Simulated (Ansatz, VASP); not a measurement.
# LuH2 in VASP and in Ansatz

```
CELL_PARAMETERS angstrom
0.00000 2.47913 2.47913
2.47913 0.00000 2.47913
2.47913 2.47913 0.00000
ATOMIC_POSITIONS crystal
Lu 0.00000 0.00000 0.00000
H 0.25000 0.25000 0.25000
H 0.75000 0.75000 0.75000
```

Alike in both runs: task single point; functional PBEsol; k mesh 12 × 12 × 12; occupations fermi-dirac, width 0.05 eV; no spin polarisation.

|  | VASP | Ansatz |
| --- | --- | --- |
| version | VASP 6.6.1 | Ansatz 0.2.0 |
| potentials or method | VASP PAW PBE potentials, release 64 (Lu, H) | PAW with Ansatz's default frozen-core files, scalar-relativistic |
| plane-wave cutoff (eV) | 520 | 420 |
| valence electrons in the cell | 27 | 27 |

|  | VASP | Ansatz | Ansatz less VASP |
| --- | --- | --- | --- |
| pressure (GPa) | 0.3 | 0.0 | -0.37 |

VASP's potentials were made for PBE, not for PBEsol. With one functional, cell and mesh, what is left measures potentials, basis and numerics. Ansatz's warnings: optics on partly filled bands.

Spin-orbit coupling is off throughout.
